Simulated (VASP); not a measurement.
# Hf3BiPt (Pm-3m) in VASP: a series of runs

Hf3BiPt is run at these levels: PBE; tasks: relaxation of cell and atoms, single point.

Program: VASP 6.6.1. These are calculated values, not measurements. Logs are shortened: lines on timing, memory, paths and dates and some standing lists are left out, and cuts for length are marked.

## 1. The cell of the first run

The structure is cubic, space group Pm-3m (No. 221). The conventional cell has a = 4.629 Å, b = 4.629 Å, c = 4.629 Å, α = 90.00°, β = 90.00°, γ = 90.00°. Within 3.1 Å of Hf (site symmetry 4/mmm) lie 2 Pt at 2.31 Å. Within 4.3 Å of Bi (site symmetry m-3m) lie 12 Hf at 3.27 Å and 8 Pt at 4.01 Å. Pt (site symmetry m-3m) has 6 Hf at 2.31 Å within 3.1 Å.

## 2. Relaxation of cell and atoms, PBE

Input file INCAR:

```
SYSTEM = Hf3BiPt
PREC = Accurate
ENCUT = 600
EDIFF = 1E-7
ISMEAR = 0
SIGMA = 0.1
LREAL = .FALSE.
LASPH = .TRUE.
NELM = 60
ALGO = Normal
ISIF = 3
LWAVE = .FALSE.
LCHARG = .FALSE.
GGA = PE
IBRION = 2
NSW = 90
EDIFFG = -0.04
```

Input file KPOINTS:

```
Automatic mesh
0
G
  4 4 4
  0 0 0
```

Input file POSCAR:

```
Hf3BiPt
1.0
    4.6293872533      0.0000000000      0.0000000000
    0.0000000000      4.6293872533      0.0000000000
    0.0000000000      0.0000000000      4.6293872533
Hf Bi Pt
3 1 1
Direct
    0.0000000000      0.5000000000      0.5000000000
    0.5000000000      0.0000000000      0.5000000000
    0.5000000000      0.5000000000      0.0000000000
    0.0000000000      0.0000000000      0.0000000000
    0.5000000000      0.5000000000      0.5000000000
```

Potentials or basis: VASP PAW PBE potentials, release 64 (Hf_pv, Bi_d, Pt).

Launch:

```console
$ cat potpaw_PBE.64/Hf_pv/POTCAR potpaw_PBE.64/Bi_d/POTCAR potpaw_PBE.64/Pt/POTCAR > POTCAR
$ mpirun -np 1 vasp_std > vasp.out
```

OUTCAR:

```text
SYSTEM = Hf3BiPt
   PREC = Accurate
   ENCUT = 600
   EDIFF = 1E-7
   ISMEAR = 0
   LREAL = .FALSE.
   LASPH = .TRUE.
   NELM = 60
   ISIF = 3
   GGA = PE
   IBRION = 2
   NSW = 90
   EDIFFG = -0.04

 ion  position               nearest neighbor table
   1  0.000  0.500  0.500-   5 2.31   5 2.31   4 3.27   2 3.27   3 3.27   4 3.27   2 3.27   4 3.27
                             4 3.27   2 3.27   3 3.27   3 3.27   3 3.27   2 3.27
   2  0.500  0.000  0.500-   5 2.31   5 2.31   4 3.27   1 3.27   3 3.27   4 3.27   1 3.27   3 3.27
                             3 3.27   3 3.27   1 3.27   4 3.27   4 3.27   1 3.27
   3  0.500  0.500  0.000-   5 2.31   5 2.31   4 3.27   1 3.27   1 3.27   2 3.27   2 3.27   2 3.27
                             4 3.27   2 3.27   1 3.27   4 3.27   1 3.27   4 3.27
   4  0.000  0.000  0.000-   1 3.27   2 3.27   3 3.27   1 3.27   2 3.27   1 3.27   3 3.27   1 3.27
                             2 3.27   3 3.27   2 3.27   3 3.27
   5  0.500  0.500  0.500-   1 2.31   2 2.31   3 2.31   3 2.31   2 2.31   1 2.31

  LATTYP: Found a simple cubic cell.
 ALAT       =     4.6293872533

  Lattice vectors:

 A1 = (   4.6293872533,   0.0000000000,   0.0000000000)
 A2 = (   0.0000000000,   4.6293872533,   0.0000000000)
 A3 = (   0.0000000000,   0.0000000000,   4.6293872533)

Analysis of symmetry for initial positions (statically):
=====================================================================
 Subroutine PRICEL returns:
 Original cell was already a primitive cell.

 Routine SETGRP: Setting up the symmetry group for a
 simple cubic supercell.

 Subroutine GETGRP returns: Found 48 space group operations
 (whereof 48 operations were pure point group operations)
 out of a pool of 48 trial point group operations.

The static configuration has the point symmetry O_h .

Analysis of symmetry for dynamics (positions and initial velocities):
=====================================================================
 Subroutine PRICEL returns:
 Original cell was already a primitive cell.

 Routine SETGRP: Setting up the symmetry group for a
 simple cubic supercell.

 Subroutine GETGRP returns: Found 48 space group operations
 (whereof 48 operations were pure point group operations)
 out of a pool of 48 trial point group operations.

The dynamic configuration has the point symmetry O_h .

 Subroutine INISYM returns: Found 48 space group operations
 (whereof 48 operations are pure point group operations),
 and found     1 'primitive' translations

----------------------------------------------------------------------------------------

                                     Primitive cell

  volume of cell :      99.2134

  direct lattice vectors                    reciprocal lattice vectors
     4.629387253  0.000000000  0.000000000     0.216011309  0.000000000  0.000000000
     0.000000000  4.629387253  0.000000000     0.000000000  0.216011309  0.000000000
     0.000000000  0.000000000  4.629387253     0.000000000  0.000000000  0.216011309

  length of vectors
     4.629387253  4.629387253  4.629387253     0.216011309  0.216011309  0.216011309

  position of ions in fractional coordinates (direct lattice)
     0.000000000  0.500000000  0.500000000
     0.500000000  0.000000000  0.500000000
     0.500000000  0.500000000  0.000000000
     0.000000000  0.000000000  0.000000000
     0.500000000  0.500000000  0.500000000

  ion indices of the primitive-cell ions
   primitive index   ion index
                 1           1
                 2           2
                 3           3
                 4           4
                 5           5

----------------------------------------------------------------------------------------

 KPOINTS: Automatic mesh

Automatic generation of k-mesh.
 Grid dimensions read from file:
 generate k-points for:    4    4    4

 Generating k-lattice:

  Cartesian coordinates                     Fractional coordinates (reciprocal lattice)
     0.054002827  0.000000000  0.000000000     0.250000000  0.000000000  0.000000000
     0.000000000  0.054002827  0.000000000     0.000000000  0.250000000  0.000000000
     0.000000000  0.000000000  0.054002827     0.000000000  0.000000000  0.250000000

  Length of vectors
     0.054002827  0.054002827  0.054002827

  Shift w.r.t. Gamma in fractional coordinates (k-lattice)
     0.000000000  0.000000000  0.000000000

 Subroutine IBZKPT returns following result:
 ===========================================

 Found     10 irreducible k-points:

 Following reciprocal coordinates:
            Coordinates               Weight
  0.000000  0.000000  0.000000      1.000000
  0.250000  0.000000  0.000000      6.000000
  0.500000  0.000000  0.000000      3.000000
  0.250000  0.250000  0.000000     12.000000
  0.500000  0.250000  0.000000     12.000000
  0.500000  0.500000  0.000000      3.000000
  0.250000  0.250000  0.250000      8.000000
  0.500000  0.250000  0.250000     12.000000
  0.500000  0.500000  0.250000      6.000000
  0.500000  0.500000  0.500000      1.000000
   k-points           NKPTS =     10   k-points in BZ     NKDIM =     10   number of bands    NBANDS=     33
   number of dos      NEDOS =    301   number of ions     NIONS =      5
   total plane-waves  NPLWV =  64000
   dimension x,y,z NGX =    40 NGY =   40 NGZ =   40
   dimension x,y,z NGXF=    80 NGYF=   80 NGZF=   80
   ions per type =               3   1   1
   NGX,Y,Z   is equivalent  to a cutoff of  14.36, 14.36, 14.36 a.u.
   NGXF,Y,Z  is equivalent  to a cutoff of  28.73, 28.73, 28.73 a.u.
 SYSTEM =  Hf3BiPt
   PREC   = accura    normal or accurate (medium, high low for compatibility)
   ISTART =      0    job   : 0-new  1-cont  2-samecut
   ICHARG =      2    charge: 1-file 2-atom 10-const
   ISPIN  =      1    spin polarized calculation?
   LNONCOLLINEAR =      F non collinear calculations
   LSORBIT =      F    spin-orbit coupling
   LASPH  =      T    aspherical Exc in radial PAW
   ENCUT  =  600.0 eV  44.10 Ry    6.64 a.u.   9.25  9.25  9.25*2*pi/ulx,y,z
   NELM   =     60;   NELMIN=  2; NELMDL= -5     # of ELM steps
   EDIFF  = 0.1E-06   stopping-criterion for ELM
   LREAL  =      F    real-space projection
   EDIFFG = -.4E-01   stopping-criterion for IOM
   NSW    =     90    number of steps for IOM
   IBRION =      2    ionic relax: 0-MD 1-quasi-New 2-CG
   NFREE  =      1    steps in history (QN), initial steepest desc. (CG)
   ISIF   =      3    stress and relaxation
   ISYM   =      2    0-nonsym 1-usesym 2-fastsym
   POTIM  = 0.5000    time-step for ionic-motion
   TEBEG  =    0.0;   TEEND  =   0.0 temperature during run
   PSTRESS=    0.0 pullay stress
   NELECT =      55.0000    total number of electrons
   NUPDOWN=      -1.0000    fix difference up-down
   EMIN   =  10.00;   EMAX   =-10.00  energy-range for DOS
   EFERMI =   0.00;   METHOD = LEGACY
   ISMEAR =     0;   SIGMA  =   0.10  broadening in eV -4-tet -1-fermi 0-gaus
   EFERMI_NEDOS =   21; number of points for ismear=-14 and -15
   IALGO  =     38    algorithm
   IMIX   =      4    mixing-type and parameters
     AMIX     =   0.40;   BMIX     =  1.00
     AMIX_MAG =   1.60;   BMIX_MAG =  1.00
  volume/ion in A,a.u.               =      19.84       133.91
  Fermi-wavevector in a.u.,A,eV,Ry     =   1.344845  2.541388 24.607605  1.808608
  Thomas-Fermi vector in A             =   2.472806
   LORBIT       =      0    0 simple, 1 ext, 2 COOP (PROOUT), +10 PAW based schemes
   GGA     = PE    functional components
   LHFCALC =     F    Hartree Fock is set to
   AEXX    =    0.0000 exact exchange contribution
   IVDW    =     0    specifies the selected vdW correction
   LEPSILON=     F    determine dielectric tensor
   LRPA    =     F    only Hartree local field effects (RPA)
 conjugate gradient relaxation of ions
 non-spin polarized calculation
 Gauss-broadening in eV      SIGMA  =   0.10
  energy-cutoff  :      600.00
  volume of cell :       99.21
 maximum number of plane-waves:      3362
 NGX is ok and might be reduce to    40
   NGX = 19   NGY = 19   NGZ = 19

--------------------------------------- Ionic step        1  -------------------------------------------

 number of electron      54.9999998 magnetization

 Free energy of the ion-electron system (eV)
  ---------------------------------------------------
  ext. energy  EPLUGINS =         0.00000000
  ---------------------------------------------------
  free energy    TOTEN  =       -35.61800673 eV

  energy without entropy =      -35.57600498  energy(sigma->0) =      -35.59700586

------------------------ aborting loop because EDIFF is reached ----------------------------------------

  FORCE on cell =-STRESS in cart. coord.  units (eV):
  Direction    XX          YY          ZZ          XY          YZ          ZX
  --------------------------------------------------------------------------------------
  -------------------------------------------------------------------------------------
  Total       31.0548839     31.0548839     31.0548839     -0.0000000     -0.0000000      0.0000000
  in kB      501.4988693    501.4988693    501.4988693     -0.0000000     -0.0000000      0.0000000
  external PRESSURE =     501.4988693 kB  Pullay stress =       0.0000000 kB
[... 24 lines left out ...]
  energy  without entropy=      -35.5760049830  energy(sigma->0) =      -35.59700586

--------------------------------------- Ionic step        2  -------------------------------------------

 number of electron      55.0000006 magnetization

 E-fermi :   2.0448     XC(G=0):  -8.4240

 val. band max:        1.9939903625   @ k =   0.2500   0.2500   0.2500
 cond. band min:       2.0490080037   @ k =   0.2500   0.2500   0.0000
 fundamental gap:      0.0550176413
 Fermi energy:         2.0447956769

 k-point     1 :       0.0000    0.0000    0.0000
  band No.  band energies     occupation
      1     -30.9419      2.00000
      2     -30.9419      2.00000
      3     -30.9419      2.00000
      4     -30.9399      2.00000
      5     -30.9399      2.00000
      6     -30.9399      2.00000
[... 463 lines left out ...]
  energy  without entropy=      -39.6648580257  energy(sigma->0) =      -39.68369731

--------------------------------------- Ionic step        5  -------------------------------------------

 number of electron      55.0000011 magnetization

 Free energy of the ion-electron system (eV)
  ---------------------------------------------------
  ext. energy  EPLUGINS =         0.00000000
  ---------------------------------------------------
  free energy    TOTEN  =       -39.70739700 eV

  energy without entropy =      -39.67025860  energy(sigma->0) =      -39.68882780

 E-fermi :   5.7534     XC(G=0): -10.5005

 val. band max:        5.7470910292   @ k =   0.5000   0.2500   0.0000
 cond. band min:       5.7630948196   @ k =   0.2500   0.2500   0.2500
 fundamental gap:      0.0160037904
 Fermi energy:         5.7533837375

 k-point     1 :       0.0000    0.0000    0.0000
  band No.  band energies     occupation
      1     -26.1450      2.00000
      2     -26.1450      2.00000
      3     -26.1450      2.00000
      4     -26.0977      2.00000
      5     -26.0977      2.00000
      6     -26.0977      2.00000
[... 381 lines left out ...]
  FREE ENERGIE OF THE ION-ELECTRON SYSTEM (eV)
  ---------------------------------------------------
  free  energy   TOTEN  =       -39.7073969952 eV

  energy  without entropy=      -39.6702585981  energy(sigma->0) =      -39.68882780

 reached required accuracy - stopping structural energy minimisation
```

Wall time 3 min (1 thread of Intel Xeon Platinum 8375C at 2.90GHz (Ice Lake), shared host); peak memory 0.28 GiB.

What came out:

| Item | Value |
| --- | --- |
| Free energy | -39.7074 eV |
| Relaxed volume | 26.39 Å³/atom |
| Relaxed cell | a = 5.091 Å, b = 5.091 Å, c = 5.091 Å, α = 90.00°, β = 90.00°, γ = 90.00° |
| Space group after relaxing (to 0.05 Å) | Pm-3m (No. 221) |
| Energy gained by relaxing | 817.9 meV/atom |
| Ionic steps | 5 |
| Pressure after relaxing | 0.0 GPa |

Step by step:
| step | energy change (eV) | largest force (eV/Å) | pressure (GPa) | volume (Å³) |
| --- | --- | --- | --- | --- |
| 1 | 0.0000 | 0.0000 | 50.15 | 99.21 |
| 2 | 2.9402 | 0.0000 | -16.47 | 217.79 |
| 3 | -4.0305 | 0.0000 | -3.54 | 137.10 |
| 4 | -4.0845 | 0.0000 | -1.06 | 133.40 |
| 5 | -4.0894 | 0.0000 | 0.02 | 131.93 |

Final structure:
```
Hf Bi Pt
1.0
     5.09077    0.00000    0.00000
     0.00000    5.09077    0.00000
     0.00000    0.00000    5.09077
Hf Bi Pt
3 1 1
Direct
  0.00000 0.50000 0.50000
  0.50000 0.00000 0.50000
  0.50000 0.50000 0.00000
  0.00000 0.00000 0.00000
  0.50000 0.50000 0.50000
```

Levels at points of the mesh, in eV from the Fermi level:
| k point | band 25 | band 26 | band 27 | band 28 | band 29 | band 30 |
| --- | --- | --- | --- | --- | --- | --- |
| (0.00, 0.00, 0.00) | -1.81 | -1.81 | -1.14 | 0.68 | 0.68 | 0.68 |
| (0.50, 0.00, 0.00) | -1.87 | -0.82 | -0.82 | -0.62 | 0.42 | 0.53 |
| (0.50, 0.50, 0.00) | -1.45 | -1.30 | -1.30 | 0.25 | 0.58 | 0.58 |
| (0.50, 0.50, 0.50) | -2.40 | -2.40 | -2.40 | 0.14 | 0.14 | 0.14 |

Caveat: the volume moved by over 15 % at a fixed basis, so the end points are rough; spin-orbit coupling is left out, which moves the levels of the heavy elements.

(Part 1 of 2 ends here.)
